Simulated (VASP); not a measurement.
# HfO2 (P1) in VASP: notebook

HfO2 is run at these levels: PBE; tasks: single point.

Everything below comes from runs of VASP 6.6.1. Logs are shortened: lines on timing, memory, paths and dates and some standing lists are left out, and cuts for length are marked.

## Step 1: The cell of the first run

The typed cell holds 3 atoms: a = 3.631 Å, b = 3.659 Å, c = 3.608 Å, α = 59.07°, β = 59.84°, γ = 60.94°.

## Step 2: Single point, PBE

Contents of INCAR:

```
ALGO     = Normal         # electronic algorithm
EDIFF    = 1E-6           # SCF threshold, eV
ENCUT    = 520            # plane-wave cutoff, eV
GGA      = PE             # functional
ISIF     = 2              # what is computed and relaxed
ISMEAR   = 0              # smearing method
LASPH    = T              # aspherical terms in the spheres
LCHARG   = F              # write CHGCAR
LREAL    = F              # projectors in reciprocal space
LWAVE    = F              # write WAVECAR
NBANDS   = 18             # bands
NELM     = 80             # most SCF steps
PREC     = Accurate       # precision mode
SIGMA    = 0.01           # smearing width, eV
```

Contents of KPOINTS:

```
k-points
0
Gamma
  4 4 4
```

Contents of POSCAR:

```
HfO2
1.0
   -0.0141400000      2.5798300000      2.5545800000
    2.6190300000     -0.0141600000      2.5546000000
    2.5705500000      2.5313700000      0.0343100000
Hf O
1 2
Direct
    0.9743100000      0.0295400000      0.0338600000
    0.2534700000      0.2413000000      0.2574000000
    0.7523100000      0.7520300000      0.6990200000
```

Potentials or basis: VASP PAW PBE potentials, release 64 (Hf_pv, O).

On the command line:

```bash
cat potpaw_PBE.64/Hf_pv/POTCAR potpaw_PBE.64/O/POTCAR > POTCAR
mpirun -np 1 vasp_std > vasp.out
```

OUTCAR:

```text
EDIFF = 1E-6
   ENCUT = 520
   GGA = PE
   ISIF = 2
   ISMEAR = 0
   LASPH = T
   LREAL = F
   NELM = 80
   PREC = Accurate

 ion  position               nearest neighbor table
   1  0.974  0.030  0.034-   3 1.95   2 2.12   2 2.16   3 2.17   2 2.27   3 2.35   2 2.36   3 2.48

   2  0.253  0.241  0.257-   1 2.12   1 2.16   1 2.27   1 2.36
   3  0.752  0.752  0.699-   1 1.95   1 2.17   1 2.35   1 2.48

  LATTYP: Found a triclinic cell.
 ALAT       =     3.5824481818
 B/A-ratio  =     1.4166575019
 C/A-ratio  =     1.0317704325
 COS(alpha) =     0.0000826646
 COS(beta)  =     0.5083032196
 COS(gamma) =     0.6987676372

  Lattice vectors:

 A1 = (  -0.0484800000,   2.5455300000,  -2.5202900000)
 A2 = (  -0.0343400000,  -0.0343000000,  -5.0748700000)
 A3 = (  -2.6331700000,   2.5939900000,  -0.0000200000)

Analysis of symmetry for initial positions (statically):
=====================================================================
 Subroutine PRICEL returns:
 Original cell was already a primitive cell.

 Routine SETGRP: Setting up the symmetry group for a
 triclinic supercell.

 Subroutine GETGRP returns: Found  1 space group operations
 (whereof  1 operations were pure point group operations)
 out of a pool of  2 trial point group operations.

The static configuration has the point symmetry C_1 .

Analysis of symmetry for dynamics (positions and initial velocities):
=====================================================================
 Subroutine PRICEL returns:
 Original cell was already a primitive cell.

 Routine SETGRP: Setting up the symmetry group for a
 triclinic supercell.

 Subroutine GETGRP returns: Found  1 space group operations
 (whereof  1 operations were pure point group operations)
 out of a pool of  2 trial point group operations.

The dynamic configuration has the point symmetry C_1 .

 Subroutine INISYM returns: Found  1 space group operations
 (whereof  1 operations are pure point group operations),
 and found     1 'primitive' translations

----------------------------------------------------------------------------------------

                                     Primitive cell

  volume of cell :      33.8298

  direct lattice vectors                    reciprocal lattice vectors
    -0.014140000  2.579830000  2.554580000    -0.191166285  0.191454329  0.197048942
     2.619030000 -0.014160000  2.554600000     0.188533980 -0.194123353  0.197085674
     2.570550000  2.531370000  0.034310000     0.195880554  0.198837622 -0.199718745

  length of vectors
     3.630647566  3.658619932  3.607871749     0.334705235  0.334771117  0.343210094

  position of ions in fractional coordinates (direct lattice)
     0.974310000  0.029540000  0.033860000
     0.253470000  0.241300000  0.257400000
     0.752310000  0.752030000  0.699020000

  ion indices of the primitive-cell ions
   primitive index   ion index
                 1           1
                 2           2
                 3           3

----------------------------------------------------------------------------------------

 KPOINTS: k-points

Automatic generation of k-mesh.
 Grid dimensions read from file:
 generate k-points for:    4    4    4

 Generating k-lattice:

  Cartesian coordinates                     Fractional coordinates (reciprocal lattice)
    -0.047791571  0.047863582  0.049262236     0.250000000  0.000000000 -0.000000000
     0.047133495 -0.048530838  0.049271418     0.000000000  0.250000000  0.000000000
     0.048970138  0.049709406 -0.049929686    -0.000000000  0.000000000  0.250000000

  Length of vectors
     0.083676309  0.083692779  0.085802524

  Shift w.r.t. Gamma in fractional coordinates (k-lattice)
     0.000000000  0.000000000  0.000000000

 Subroutine IBZKPT returns following result:
 ===========================================

 Found     36 irreducible k-points:

 Following reciprocal coordinates:
            Coordinates               Weight
  0.000000  0.000000  0.000000      1.000000
  0.250000  0.000000  0.000000      2.000000
  0.500000  0.000000  0.000000      1.000000
 -0.000000  0.250000  0.000000      2.000000
  0.250000  0.250000  0.000000      2.000000
  0.500000  0.250000  0.000000      2.000000
[... 16 lines left out ...]
  0.000000 -0.250000  0.250000      2.000000
  0.250000 -0.250000  0.250000      2.000000
 [... further k-points ...]
   k-points           NKPTS =     36   k-points in BZ     NKDIM =     36   number of bands    NBANDS=     18
   number of dos      NEDOS =    301   number of ions     NIONS =      3
   total plane-waves  NPLWV =  21952
   dimension x,y,z NGX =    28 NGY =   28 NGZ =   28
   dimension x,y,z NGXF=    56 NGYF=   56 NGZF=   56
   ions per type =               1   2
   NGX,Y,Z   is equivalent  to a cutoff of  12.82, 12.72, 12.90 a.u.
   NGXF,Y,Z  is equivalent  to a cutoff of  25.64, 25.45, 25.80 a.u.
 SYSTEM =  unknown system
   PREC   = accura    normal or accurate (medium, high low for compatibility)
   ISTART =      0    job   : 0-new  1-cont  2-samecut
   ICHARG =      2    charge: 1-file 2-atom 10-const
   ISPIN  =      1    spin polarized calculation?
   LNONCOLLINEAR =      F non collinear calculations
   LSORBIT =      F    spin-orbit coupling
   LASPH  =      T    aspherical Exc in radial PAW
   ENCUT  =  520.0 eV  38.22 Ry    6.18 a.u.   6.75  6.80  6.71*2*pi/ulx,y,z
   NELM   =     80;   NELMIN=  2; NELMDL= -5     # of ELM steps
   EDIFF  = 0.1E-05   stopping-criterion for ELM
   LREAL  =      F    real-space projection
   EDIFFG = 0.1E-04   stopping-criterion for IOM
   NSW    =      0    number of steps for IOM
   IBRION =     -1    ionic relax: 0-MD 1-quasi-New 2-CG
   NFREE  =      0    steps in history (QN), initial steepest desc. (CG)
   ISIF   =      2    stress and relaxation
   ISYM   =      2    0-nonsym 1-usesym 2-fastsym
   POTIM  = 0.5000    time-step for ionic-motion
   TEBEG  =    0.0;   TEEND  =   0.0 temperature during run
   PSTRESS=    0.0 pullay stress
   NELECT =      22.0000    total number of electrons
   NUPDOWN=      -1.0000    fix difference up-down
   EMIN   =  10.00;   EMAX   =-10.00  energy-range for DOS
   EFERMI =   0.00;   METHOD = LEGACY
   ISMEAR =     0;   SIGMA  =   0.01  broadening in eV -4-tet -1-fermi 0-gaus
   EFERMI_NEDOS =   21; number of points for ismear=-14 and -15
   IALGO  =     38    algorithm
   IMIX   =      4    mixing-type and parameters
     AMIX     =   0.40;   BMIX     =  1.00
     AMIX_MAG =   1.60;   BMIX_MAG =  1.00
  volume/ion in A,a.u.               =      11.28        76.10
  Fermi-wavevector in a.u.,A,eV,Ry     =   1.418347  2.680287 27.370945  2.011708
  Thomas-Fermi vector in A             =   2.539482
   LORBIT       =      0    0 simple, 1 ext, 2 COOP (PROOUT), +10 PAW based schemes
   GGA     = PE    functional components
   LHFCALC =     F    Hartree Fock is set to
   AEXX    =    0.0000 exact exchange contribution
   IVDW    =     0    specifies the selected vdW correction
   LEPSILON=     F    determine dielectric tensor
   LRPA    =     F    only Hartree local field effects (RPA)
 non-spin polarized calculation
 Gauss-broadening in eV      SIGMA  =   0.01
  energy-cutoff  :      520.00
  volume of cell :       33.83
 maximum number of plane-waves:       924
 NGX is ok and might be reduce to    28
   NGX = 13   NGY = 13   NGZ = 13

 number of electron      22.0000001 magnetization

 Free energy of the ion-electron system (eV)
  ---------------------------------------------------
  ext. energy  EPLUGINS =         0.00000000
  ---------------------------------------------------
  free energy    TOTEN  =       -29.84304086 eV

  energy without entropy =      -29.84304086  energy(sigma->0) =      -29.84304086

 E-fermi :   4.2282     XC(G=0): -11.6082

 val. band max:        4.1102508676   @ k =   0.5000   0.5000   0.0000
 cond. band min:       7.8557671663   @ k =   0.5000  -0.0000   0.5000
 fundamental gap:      3.7455162987
 Fermi energy:         4.2282127228

 k-point     1 :       0.0000    0.0000    0.0000
  band No.  band energies     occupation
      1     -25.8187      2.00000
      2     -25.7915      2.00000
      3     -25.7685      2.00000
      4     -14.6061      2.00000
      5     -11.8717      2.00000
      6      -1.2540      2.00000
[... 10 lines left out ...]
     17      14.7288      0.00000
     18      17.5932      0.00000

 k-point     2 :       0.2500    0.0000    0.0000
  band No.  band energies     occupation
      1     -25.9753      2.00000
      2     -25.8387      2.00000
      3     -25.7992      2.00000
      4     -13.9830      2.00000
      5     -12.2585      2.00000
      6      -0.9301      2.00000
[... 10 lines left out ...]
     17      14.0631      0.00000
     18      16.3428      0.00000

 k-point     3 :       0.5000    0.0000    0.0000
  band No.  band energies     occupation
      1     -26.1537      2.00000
      2     -25.8663      2.00000
      3     -25.8156      2.00000
      4     -13.4193      2.00000
      5     -12.4923      2.00000
      6      -0.5403      2.00000
[... 10 lines left out ...]
     17      13.4308      0.00000
     18      16.1102      0.00000

 k-point     4 :      -0.0000    0.2500    0.0000
  band No.  band energies     occupation
      1     -25.9830      2.00000
      2     -25.8400      2.00000
      3     -25.7923      2.00000
      4     -13.9877      2.00000
      5     -12.2322      2.00000
      6      -1.0454      2.00000
[... 375 lines left out ...]
      4     -12.8026      2.00000
      5     -12.7306      2.00000
      6      -1.2926      2.00000
[... 10 lines left out ...]
     17      16.3561      0.00000
     18      17.3176      0.00000

 k-point    23 :       0.0000   -0.2500    0.2500
  band No.  band energies     occupation
      1     -26.1400      2.00000
      2     -25.9376      2.00000
      3     -25.8185      2.00000
      4     -13.1121      2.00000
      5     -12.6358      2.00000
      6      -0.7416      2.00000
[... 10 lines left out ...]
     17      15.1397      0.00000
     18      16.3059      0.00000

 k-point    24 :       0.2500   -0.2500    0.2500
  band No.  band energies     occupation
      1     -26.1388      2.00000
      2     -25.9415      2.00000
      3     -25.8584      2.00000
      4     -13.0759      2.00000
      5     -12.5873      2.00000
      6      -1.2557      2.00000
[... 10 lines left out ...]
     17      15.0738      0.00000
     18      16.6970      0.00000

 [... further k-points ...]

------------------------ aborting loop because EDIFF is reached ----------------------------------------

  FORCE on cell =-STRESS in cart. coord.  units (eV):
  Direction    XX          YY          ZZ          XY          YZ          ZX
  --------------------------------------------------------------------------------------
  -------------------------------------------------------------------------------------
  Total       -0.9086116      0.4660268      1.1050781      1.1870293     -1.3074761     -1.3504271
  in kB      -43.0317500     22.0709810     52.3363814     56.2175800    -61.9219310    -63.9560861
  external PRESSURE =      10.4585375 kB  Pullay stress =       0.0000000 kB

 VOLUME and BASIS-vectors are now :
 -----------------------------------------------------------------------------
  energy-cutoff  :      520.00
  volume of cell :       33.83
      direct lattice vectors                 reciprocal lattice vectors
    -0.014140000  2.579830000  2.554580000    -0.191166285  0.191454329  0.197048942
     2.619030000 -0.014160000  2.554600000     0.188533980 -0.194123353  0.197085674
     2.570550000  2.531370000  0.034310000     0.195880554  0.198837622 -0.199718745

 POSITION                                       TOTAL-FORCE (eV/Angst)
 -----------------------------------------------------------------------------------
      0.15063      2.59885      2.56558        -1.402253     -0.895456      1.102627
      1.29005      1.30207      1.27277        -0.467847     -1.155157      0.377423
      3.75582      3.69966      3.86696         1.870100      2.050613     -1.480051
 -----------------------------------------------------------------------------------
    total drift:                                0.000218      0.000067      0.000148

  FREE ENERGIE OF THE ION-ELECTRON SYSTEM (eV)
  ---------------------------------------------------
  free  energy   TOTEN  =       -29.8430408610 eV

  energy  without entropy=      -29.8430408610  energy(sigma->0) =      -29.84304086
```

Run time: 39 s. Hardware: 1 thread of Intel Xeon 6975P-C, shared host; peak memory 0.17 GiB.

Results:

- Free energy: -29.8430 eV
- Pressure: 1.0 GPa
- Largest force: 3.145 eV/Å
- Band gap on the k mesh: 3.75 eV, indirect (least direct gap 3.78 eV)

Forces on the atoms (eV/Å):
```
Hf  -1.402 -0.895  1.103
O   -0.468 -1.155  0.377
O    1.870  2.051 -1.480
```

Caveat: the k points lie up to 0.54 Å⁻¹ apart; spin-orbit coupling is left out, which moves the levels of the heavy elements; forces of over 1 eV/Å act on the atoms, so gaps and moduli don't describe the material at rest. A k mesh can miss the band edges.

## Step 3: Single point, PBE

Contents of INCAR:

```
SYSTEM = HfO2
PREC     = Accurate       ! precision mode
ENCUT    = 520            ! plane-wave cutoff, eV
EDIFF    = 1E-7           ! SCF threshold, eV
ISMEAR   = 0              ! smearing method
SIGMA    = 0.01           ! smearing width, eV
LREAL    = .FALSE.        ! projectors in reciprocal space
LASPH    = .TRUE.         ! aspherical terms in the spheres
NELM     = 100            ! most SCF steps
ALGO     = Normal         ! electronic algorithm
ISIF     = 2              ! what is computed and relaxed
LWAVE    = .FALSE.        ! write WAVECAR
LCHARG   = .TRUE.         ! write CHGCAR
GGA      = PE             ! functional
LELF     = .TRUE.         ! ELF
LVHAR    = .TRUE.       
NBANDS   = 18             ! bands
```

Contents of KPOINTS:

```
regular mesh
0
G
  4 4 4
  0 0 0
```

Edit POSCAR of step 2 so:

```diff
@@ -8,3 +8,3 @@
 Direct
-    0.9743100000      0.0295400000      0.0338600000
+    0.9750981958      0.0303283427      0.0330611250
     0.2534700000      0.2413000000      0.2574000000
```

Potentials or basis: VASP PAW PBE potentials, release 64 (Hf_pv, O).

On the command line:

```bash
cat potpaw_PBE.64/Hf_pv/POTCAR potpaw_PBE.64/O/POTCAR > POTCAR
mpirun -np 1 vasp_std > vasp.out
```

Wall time 50 s (1 thread of Intel Xeon 6975P-C, shared host); peak memory 0.17 GiB.

Results (log left out):

| Item | Value |
| --- | --- |
| Free energy | -29.8474 eV |
| Pressure | 1.0 GPa |
| Largest force | 3.106 eV/Å |
| Band gap on the k mesh | 3.75 eV, indirect (least direct gap 3.78 eV) |

Forces in eV/Å, atoms in the order of the input:
```
Hf  -1.385 -0.879  1.071
O   -0.468 -1.143  0.387
O    1.853  2.022 -1.459
```

Stress tensor (GPa, compression positive):
```
-4.38  5.57 -6.23
 5.57  2.11 -6.10
-6.23 -6.10  5.15
```

Levels at points of the mesh, in eV from the valence-band top:
```tsv
k point	band 7	band 8	band 9	band 10	band 11	band 12	band 13	band 14	band 15	band 16
(0.00, 0.00, 0.00)	-5.34	-4.99	-1.48	-0.89	-0.71	3.85	4.54	5.13	9.02	9.61
(0.50, 0.00, 0.00)	-4.12	-3.13	-2.83	-2.23	-1.81	4.39	4.62	6.03	8.54	9.09
(0.00, 0.50, 0.00)	-4.38	-2.99	-2.73	-2.35	-1.77	4.35	4.77	6.32	8.58	9.07
(0.50, 0.50, 0.00)	-3.79	-3.52	-2.36	-1.37	0.00	3.83	5.14	6.22	6.79	8.36
(0.00, 0.00, 0.50)	-3.84	-3.69	-2.63	-2.41	-2.19	4.42	4.81	6.03	8.05	8.19
(0.50, 0.00, 0.50)	-3.80	-3.48	-2.26	-1.42	-0.04	3.75	5.16	6.08	6.74	8.50
(0.00, 0.50, 0.50)	-3.74	-3.54	-1.88	-1.31	-0.47	3.79	5.18	6.54	7.18	8.34
(0.50, 0.50, 0.50)	-4.54	-3.08	-2.81	-1.85	-1.63	4.44	4.57	5.92	9.16	9.63
```

Caveat: the k points lie up to 0.54 Å⁻¹ apart; spin-orbit coupling is left out, which moves the levels of the heavy elements; forces of over 1 eV/Å act on the atoms, so gaps and moduli don't describe the material at rest. A k mesh can miss the band edges.

## Step 4: Single point, PBE

Contents of INCAR:

```
SYSTEM = HfO2
  ALGO = Normal
  EDIFF = 1E-6
  ENCUT = 520
  GGA = PE
  ISIF = 2
  ISMEAR = 0
  LASPH = .True.
  LCHARG = .False.
  LREAL = .False.
  LWAVE = .False.
  NBANDS = 18
  NELM = 80
  PREC = Accurate
  SIGMA = 0.01
```

Contents of KPOINTS:

```
k-points
0
Gamma
  4 4 4
  0 0 0
```

Edit POSCAR of step 3 so:

```diff
@@ -8,3 +8,3 @@
 Direct
-    0.9750981958      0.0303283427      0.0330611250
+    0.9735218042      0.0287516573      0.0346588750
     0.2534700000      0.2413000000      0.2574000000
```

On the command line:

```bash
cat potpaw_PBE.64/Hf_pv/POTCAR potpaw_PBE.64/O/POTCAR > POTCAR
mpirun -np 1 vasp_std > vasp.out
```

Wall time 40 s (1 thread of Intel Xeon 6975P-C, shared host); peak memory 0.17 GiB.

Results (log left out):

```
Free energy            : -29.8386 eV
Pressure               : 1.1 GPa
Largest force          : 3.185 eV/Å
Band gap on the k mesh : 3.75 eV, indirect (least direct gap 3.78 eV)
```

Forces on the atoms (eV/Å):
```
Hf  -1.420 -0.913  1.134
O   -0.468 -1.167  0.368
O    1.888  2.080 -1.502
```

Stress tensor (GPa, compression positive):
```
-4.23  5.68 -6.56
 5.68  2.30 -6.29
-6.56 -6.29  5.31
```

Levels at points of the mesh, in eV from the valence-band top:
```tsv
k point	band 9	band 10	band 11	band 12	band 13	band 14
(0.00, 0.00, 0.00)	-1.48	-0.89	-0.70	3.85	4.54	5.13
(0.50, 0.00, 0.00)	-2.83	-2.22	-1.80	4.39	4.62	6.02
(0.00, 0.50, 0.00)	-2.73	-2.35	-1.78	4.35	4.77	6.33
(0.50, 0.50, 0.00)	-2.35	-1.37	0.00	3.83	5.14	6.22
(0.00, 0.00, 0.50)	-2.63	-2.41	-2.19	4.42	4.82	6.00
(0.50, 0.00, 0.50)	-2.27	-1.40	-0.04	3.75	5.16	6.09
(0.00, 0.50, 0.50)	-1.88	-1.31	-0.47	3.79	5.18	6.54
(0.50, 0.50, 0.50)	-2.81	-1.85	-1.64	4.44	4.58	5.93
```

Caveat: the k points lie up to 0.54 Å⁻¹ apart; spin-orbit coupling is left out, which moves the levels of the heavy elements; forces of over 1 eV/Å act on the atoms, so gaps and moduli don't describe the material at rest.

## Step 5: Single point, PBE

Contents of INCAR:

```
PREC = Accurate ; ENCUT = 520
EDIFF = 1E-7 ; ISMEAR = 0
SIGMA = 0.01 ; LREAL = F
LASPH = T ; NELM = 80
ALGO = Normal ; ISIF = 2
LWAVE = F ; LCHARG = F
GGA = PE ; NBANDS = 18
```

Contents of KPOINTS:

```
regular mesh
0
Gamma
  4 4 4
```

Edit POSCAR of step 4 so:

```diff
@@ -8,3 +8,3 @@
 Direct
-    0.9735218042      0.0287516573      0.0346588750
+    0.9774627831      0.0326933708      0.0306645001
     0.2534700000      0.2413000000      0.2574000000
```

On the command line:

```bash
cat potpaw_PBE.64/Hf_pv/POTCAR potpaw_PBE.64/O/POTCAR > POTCAR
mpirun -np 1 vasp_std > vasp.out
```

Wall time 39 s (1 thread of Intel Xeon 6975P-C, shared host); peak memory 0.17 GiB.

Results (log left out):

```yaml
Free_energy: -29.8597 eV
Pressure: 0.7 GPa
Largest_force: 2.990 eV/Å
Band_gap_on_the_k_mesh: 3.75 eV, indirect (least direct gap 3.78 eV)
```

Forces on the atoms (eV/Å):
```
Hf  -1.334 -0.829  0.978
O   -0.468 -1.107  0.416
O    1.802  1.936 -1.394
```

Stress tensor (GPa, compression positive):
```
-4.57  5.41 -5.73
 5.41  1.87 -5.81
-5.73 -5.81  4.95
```

Levels at points of the mesh, in eV from the valence-band top:
```tsv
k point	band 7	band 8	band 9	band 10	band 11	band 12	band 13	band 14	band 15	band 16
(0.00, 0.00, 0.00)	-5.34	-4.98	-1.48	-0.88	-0.72	3.85	4.53	5.13	9.01	9.59
(0.50, 0.00, 0.00)	-4.11	-3.12	-2.83	-2.25	-1.82	4.39	4.62	6.06	8.52	9.06
(0.00, 0.50, 0.00)	-4.37	-2.99	-2.74	-2.35	-1.77	4.35	4.76	6.30	8.59	9.10
(0.50, 0.50, 0.00)	-3.79	-3.53	-2.36	-1.38	0.00	3.82	5.13	6.23	6.79	8.34
(0.00, 0.00, 0.50)	-3.84	-3.68	-2.64	-2.42	-2.19	4.42	4.80	6.07	8.03	8.18
(0.50, 0.00, 0.50)	-3.81	-3.48	-2.23	-1.45	-0.03	3.75	5.16	6.08	6.76	8.45
(0.00, 0.50, 0.50)	-3.75	-3.54	-1.88	-1.33	-0.46	3.79	5.18	6.53	7.19	8.32
(0.50, 0.50, 0.50)	-4.54	-3.09	-2.81	-1.85	-1.63	4.43	4.57	5.90	9.16	9.61
```

Caveat: the k points lie up to 0.54 Å⁻¹ apart; spin-orbit coupling is left out, which moves the levels of the heavy elements; forces of over 1 eV/Å act on the atoms, so gaps and moduli don't describe the material at rest. A k mesh can miss the band edges.
